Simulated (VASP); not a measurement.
A run of VASP 6.6.1:

Contents of INCAR:

```
SYSTEM = BaTe
ALGO     = Normal         ! electronic algorithm
EDIFF    = 1E-8           ! SCF threshold, eV
ENCUT    = 520            ! plane-wave cutoff, eV
GGA      = PE             ! functional
IBRION   = 8              ! ionic algorithm
ISIF     = 2              ! what is computed and relaxed
ISMEAR   = 0              ! smearing method
LASPH    = .True.         ! aspherical terms in the spheres
LCHARG   = .False.        ! write CHGCAR
LREAL    = .False.        ! projectors in reciprocal space
LWAVE    = .False.        ! write WAVECAR
NELM     = 80             ! most SCF steps
NSW      = 1              ! ionic steps
PREC     = Accurate       ! precision mode
SIGMA    = 0.01           ! smearing width, eV
```

File KPOINTS:

```
k-points
0
Gamma
  2 2 2
  0 0 0
```

Contents of POSCAR:

```
BaTe
1.0
    0.0000000000      3.4100000000      3.4100000000
    3.4100000000      0.0000000000      3.4100000000
    3.4100000000      3.4100000000      0.0000000000
Ba Te
1 1
Direct
    0.0000000000      0.0000000000      0.0000000000
    0.5000000000      0.5000000000      0.5000000000
```

Potentials or basis: VASP PAW PBE potentials, release 64 (Ba_sv, Te).

Command:

```sh
$ cat potpaw_PBE.64/Ba_sv/POTCAR potpaw_PBE.64/Te/POTCAR > POTCAR
$ mpirun -np 1 vasp_std > vasp.out
```

Hardware: 1 thread of AMD EPYC 9R14 (Zen 4), on a shared host.

How long does it take, and how much memory?

Wall time 50 s on 1 thread of AMD EPYC 9R14 (Zen 4) (shared host), peak memory 0.2 GiB. Counts: scf iterations 48, k points 3.
